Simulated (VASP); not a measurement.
# W (Im-3m) in VASP: relaxation of cell and atoms with PBE

Aim: the relaxation of cell and atoms of W with PBE.

Everything below comes from runs of VASP 6.6.1. Logs are shortened: lines on timing, memory, paths and dates and some standing lists are left out, and cuts for length are marked.

## Step 1: The cell of the first run

It takes space group Im-3m (No. 229, cubic). Conventional cell: a = 3.180 Å, b = 3.180 Å, c = 3.180 Å, α = 90.00°, β = 90.00°, γ = 90.00°. Within 3.6 Å of W (site symmetry m-3m) lie 14 W at 2.75 to 3.18 Å.

## Step 2: Relaxation of cell and atoms, PBE

File INCAR:

```
SYSTEM = W
PREC = Accurate
ENCUT = 600
EDIFF = 1E-6
ISMEAR = 0
SIGMA = 0.1
LREAL = .FALSE.
LASPH = .TRUE.
NELM = 60
ALGO = Fast
ISIF = 3
LWAVE = .FALSE.
LCHARG = .FALSE.
GGA = PE
IBRION = 2
NSW = 80
EDIFFG = -0.005
```

File KPOINTS:

```
Automatic mesh
0
G
  32 32 32
  0 0 0
```

File POSCAR:

```
W
1.0
   -1.5900000000      1.5900000000      1.5900000000
    1.5900000000     -1.5900000000      1.5900000000
    1.5900000000      1.5900000000     -1.5900000000
W
1
Direct
    0.0000000000      0.0000000000      0.0000000000
```

Potentials or basis: VASP PAW PBE potentials, release 64 (W_sv).

On the command line:

```sh
$ cat potpaw_PBE.64/W_sv/POTCAR > POTCAR
$ mpirun -np 1 vasp_std > vasp.out
```

OUTCAR:

```text
SYSTEM = W
   PREC = Accurate
   ENCUT = 600
   EDIFF = 1E-6
   ISMEAR = 0
   LREAL = .FALSE.
   LASPH = .TRUE.
   NELM = 60
   ISIF = 3
   GGA = PE
   IBRION = 2
   NSW = 80
   EDIFFG = -0.005

 ion  position               nearest neighbor table
   1  0.000  0.000  0.000-

  LATTYP: Found a body centered cubic cell.
 ALAT       =     3.1800000000

  Lattice vectors:

 A1 = (  -1.5900000000,   1.5900000000,   1.5900000000)
 A2 = (   1.5900000000,  -1.5900000000,   1.5900000000)
 A3 = (   1.5900000000,   1.5900000000,  -1.5900000000)

Analysis of symmetry for initial positions (statically):
=====================================================================
 Subroutine PRICEL returns:
 Original cell was already a primitive cell.

 Routine SETGRP: Setting up the symmetry group for a
 body centered cubic supercell.

 Subroutine GETGRP returns: Found 48 space group operations
 (whereof 48 operations were pure point group operations)
 out of a pool of 48 trial point group operations.

The static configuration has the point symmetry O_h .

Analysis of symmetry for dynamics (positions and initial velocities):
=====================================================================
 Subroutine PRICEL returns:
 Original cell was already a primitive cell.

 Routine SETGRP: Setting up the symmetry group for a
 body centered cubic supercell.

 Subroutine GETGRP returns: Found 48 space group operations
 (whereof 48 operations were pure point group operations)
 out of a pool of 48 trial point group operations.

The dynamic configuration has the point symmetry O_h .

 Subroutine INISYM returns: Found 48 space group operations
 (whereof 48 operations are pure point group operations),
 and found     1 'primitive' translations

----------------------------------------------------------------------------------------

                                     Primitive cell

  volume of cell :      16.0787

  direct lattice vectors                    reciprocal lattice vectors
    -1.590000000  1.590000000  1.590000000     0.000000000  0.314465409  0.314465409
     1.590000000 -1.590000000  1.590000000     0.314465409  0.000000000  0.314465409
     1.590000000  1.590000000 -1.590000000     0.314465409  0.314465409  0.000000000

  length of vectors
     2.753960784  2.753960784  2.753960784     0.444721246  0.444721246  0.444721246

  position of ions in fractional coordinates (direct lattice)
     0.000000000  0.000000000  0.000000000

  ion indices of the primitive-cell ions
   primitive index   ion index
                 1           1

----------------------------------------------------------------------------------------

 KPOINTS: Automatic mesh

Automatic generation of k-mesh.
 Grid dimensions read from file:
 generate k-points for:   32   32   32

 Generating k-lattice:

  Cartesian coordinates                     Fractional coordinates (reciprocal lattice)
     0.000000000  0.009827044  0.009827044     0.031250000  0.000000000  0.000000000
     0.009827044  0.000000000  0.009827044     0.000000000  0.031250000  0.000000000
     0.009827044  0.009827044  0.000000000     0.000000000  0.000000000  0.031250000

  Length of vectors
     0.013897539  0.013897539  0.013897539

  Shift w.r.t. Gamma in fractional coordinates (k-lattice)
     0.000000000  0.000000000  0.000000000

 Subroutine IBZKPT returns following result:
 ===========================================

 Found    897 irreducible k-points:

 Following reciprocal coordinates:
            Coordinates               Weight
  0.000000  0.000000  0.000000      1.000000
  0.031250  0.000000  0.000000     12.000000
  0.062500  0.000000  0.000000     12.000000
  0.093750  0.000000  0.000000     12.000000
  0.125000  0.000000  0.000000     12.000000
  0.156250  0.000000  0.000000     12.000000
[... 16 lines left out ...]
  0.187500  0.031250  0.000000     48.000000
  0.218750  0.031250  0.000000     48.000000
 [... further k-points ...]
   k-points           NKPTS =    897   k-points in BZ     NKDIM =    897   number of bands    NBANDS=     11
   number of dos      NEDOS =    301   number of ions     NIONS =      1
   total plane-waves  NPLWV =  13824
   dimension x,y,z NGX =    24 NGY =   24 NGZ =   24
   dimension x,y,z NGXF=    48 NGYF=   48 NGZF=   48
   ions per type =               1
   NGX,Y,Z   is equivalent  to a cutoff of  14.49, 14.49, 14.49 a.u.
   NGXF,Y,Z  is equivalent  to a cutoff of  28.98, 28.98, 28.98 a.u.
 SYSTEM =  W
   PREC   = accura    normal or accurate (medium, high low for compatibility)
   ISTART =      0    job   : 0-new  1-cont  2-samecut
   ICHARG =      2    charge: 1-file 2-atom 10-const
   ISPIN  =      1    spin polarized calculation?
   LNONCOLLINEAR =      F non collinear calculations
   LSORBIT =      F    spin-orbit coupling
   LASPH  =      T    aspherical Exc in radial PAW
   ENCUT  =  600.0 eV  44.10 Ry    6.64 a.u.   5.50  5.50  5.50*2*pi/ulx,y,z
   NELM   =     60;   NELMIN=  2; NELMDL= -5     # of ELM steps
   EDIFF  = 0.1E-05   stopping-criterion for ELM
   LREAL  =      F    real-space projection
   EDIFFG = -.5E-02   stopping-criterion for IOM
   NSW    =     80    number of steps for IOM
   IBRION =      2    ionic relax: 0-MD 1-quasi-New 2-CG
   NFREE  =      1    steps in history (QN), initial steepest desc. (CG)
   ISIF   =      3    stress and relaxation
   ISYM   =      2    0-nonsym 1-usesym 2-fastsym
   POTIM  = 0.5000    time-step for ionic-motion
   TEBEG  =    0.0;   TEEND  =   0.0 temperature during run
   PSTRESS=    0.0 pullay stress
   NELECT =      14.0000    total number of electrons
   NUPDOWN=      -1.0000    fix difference up-down
   EMIN   =  10.00;   EMAX   =-10.00  energy-range for DOS
   EFERMI =   0.00;   METHOD = LEGACY
   ISMEAR =     0;   SIGMA  =   0.10  broadening in eV -4-tet -1-fermi 0-gaus
   EFERMI_NEDOS =   21; number of points for ismear=-14 and -15
   IALGO  =     68    algorithm
   IMIX   =      4    mixing-type and parameters
     AMIX     =   0.40;   BMIX     =  1.00
     AMIX_MAG =   1.60;   BMIX_MAG =  1.00
  volume/ion in A,a.u.               =      16.08       108.50
  Fermi-wavevector in a.u.,A,eV,Ry     =   1.563269  2.954150 33.250054  2.443810
  Thomas-Fermi vector in A             =   2.666065
   LORBIT       =      0    0 simple, 1 ext, 2 COOP (PROOUT), +10 PAW based schemes
   GGA     = PE    functional components
   LHFCALC =     F    Hartree Fock is set to
   AEXX    =    0.0000 exact exchange contribution
   IVDW    =     0    specifies the selected vdW correction
   LEPSILON=     F    determine dielectric tensor
   LRPA    =     F    only Hartree local field effects (RPA)
 conjugate gradient relaxation of ions
 non-spin polarized calculation
 RMM-DIIS sequential band-by-band and
 Gauss-broadening in eV      SIGMA  =   0.10
  energy-cutoff  :      600.00
  volume of cell :       16.08
 maximum number of plane-waves:       555
 NGX is ok and might be reduce to    24
   NGX = 11   NGY = 11   NGZ = 11

--------------------------------------- Ionic step        1  -------------------------------------------

 number of electron      14.0000002 magnetization

 Free energy of the ion-electron system (eV)
  ---------------------------------------------------
  ext. energy  EPLUGINS =         0.00000000
  ---------------------------------------------------
  free energy    TOTEN  =       -12.95487328 eV

  energy without entropy =      -12.95211768  energy(sigma->0) =      -12.95349548

------------------------ aborting loop because EDIFF is reached ----------------------------------------

  FORCE on cell =-STRESS in cart. coord.  units (eV):
  Direction    XX          YY          ZZ          XY          YZ          ZX
  --------------------------------------------------------------------------------------
  -------------------------------------------------------------------------------------
  Total        0.1677281      0.1677281      0.1677281     -0.0000000     -0.0000000      0.0000000
  in kB       16.7134118     16.7134118     16.7134118     -0.0000000     -0.0000000      0.0000000
  external PRESSURE =      16.7134118 kB  Pullay stress =       0.0000000 kB
[... 55 lines left out ...]
  energy  without entropy=      -12.9471746174  energy(sigma->0) =      -12.94856753

--------------------------------------- Ionic step        3  -------------------------------------------

 number of electron      14.0000002 magnetization

 Free energy of the ion-electron system (eV)
  ---------------------------------------------------
  ext. energy  EPLUGINS =         0.00000000
  ---------------------------------------------------
  free energy    TOTEN  =       -12.95532556 eV

  energy without entropy =      -12.95257126  energy(sigma->0) =      -12.95394841

 E-fermi :  11.1926     XC(G=0): -13.5300

 val. band max:       11.1916188814   @ k =  -0.3750   0.4688   0.2812
 cond. band min:      11.1929690861   @ k =  -0.4688   0.4688   0.2812
 fundamental gap:      0.0013502047
 Fermi energy:        11.1926202732

 k-point     1 :       0.0000    0.0000    0.0000
  band No.  band energies     occupation
      1     -63.0528      2.00000
      2     -26.6426      2.00000
      3     -26.6426      2.00000
      4     -26.6426      2.00000
      5       1.6329      2.00000
      6       9.9622      2.00000
      7       9.9622      2.00000
      8       9.9622      2.00000
      9      13.3738      0.00000
     10      13.3738      0.00000
     11      25.6329      0.00000
[... 309 lines left out ...]
 k-point    24 :       0.2188    0.0312    0.0000
  band No.  band energies     occupation
      1     -62.9970      2.00000
      2     -27.2136      2.00000
      3     -26.8234      2.00000
      4     -26.6500      2.00000
      5       3.8287      2.00000
      6       8.7954      2.00000
      7       9.3440      2.00000
      8      12.3911      0.00000
      9      12.6741      0.00000
     10      13.5667      0.00000
     11      26.0589      0.00000

 [... further k-points ...]

------------------------ aborting loop because EDIFF is reached ----------------------------------------

  FORCE on cell =-STRESS in cart. coord.  units (eV):
  Direction    XX          YY          ZZ          XY          YZ          ZX
  --------------------------------------------------------------------------------------
  -------------------------------------------------------------------------------------
  Total        0.0007021      0.0007021      0.0007021      0.0000000      0.0000000     -0.0000000
  in kB        0.0695831      0.0695831      0.0695831      0.0000000      0.0000000     -0.0000000
  external PRESSURE =       0.0695831 kB  Pullay stress =       0.0000000 kB
[... 16 lines left out ...]
  FREE ENERGIE OF THE ION-ELECTRON SYSTEM (eV)
  ---------------------------------------------------
  free  energy   TOTEN  =       -12.9553255618 eV

  energy  without entropy=      -12.9525712558  energy(sigma->0) =      -12.95394841

 reached required accuracy - stopping structural energy minimisation
```

It took 2.3 min on 1 thread of Intel Xeon 6975P-C (Granite Rapids), shared host; peak memory 0.32 GiB.

What came out:

* Free energy: -12.9553 eV
* Relaxed volume: 16.17 Å³/atom
* Relaxed cell: a = 2.759 Å, b = 2.759 Å, c = 2.759 Å, α = 109.47°, β = 109.47°, γ = 109.47°
* Space group after relaxing (to 0.1 Å): Im-3m (No. 229)
* Energy gained by relaxing: 0.5 meV/atom
* Ionic steps: 3
* Pressure after relaxing: 0.0 GPa
* Band gap on the k mesh: zero (bands 7 and 8 overlap by 6.22 eV)

The path:
| step | energy change (eV) | largest force (eV/Å) | pressure (GPa) | volume (Å³) |
| --- | --- | --- | --- | --- |
| 1 | 0.0000 | 0.0000 | 1.67 | 16.08 |
| 2 | 0.0049 | 0.0000 | -5.54 | 16.47 |
| 3 | -0.0005 | 0.0000 | 0.01 | 16.17 |

Final structure:
```cif
data_structure
_symmetry_space_group_name_H-M 'P 1'
_symmetry_Int_Tables_number 1
_cell_length_a 2.7590
_cell_length_b 2.7590
_cell_length_c 2.7590
_cell_angle_alpha 109.471
_cell_angle_beta 109.471
_cell_angle_gamma 109.471
_cell_volume 16.17
loop_
_atom_site_label
_atom_site_type_symbol
_atom_site_fract_x
_atom_site_fract_y
_atom_site_fract_z
_atom_site_occupancy
W1 W 0.00000 0.00000 0.00000 1
```

Caveat: spin-orbit coupling is left out, which moves the levels of the heavy elements.
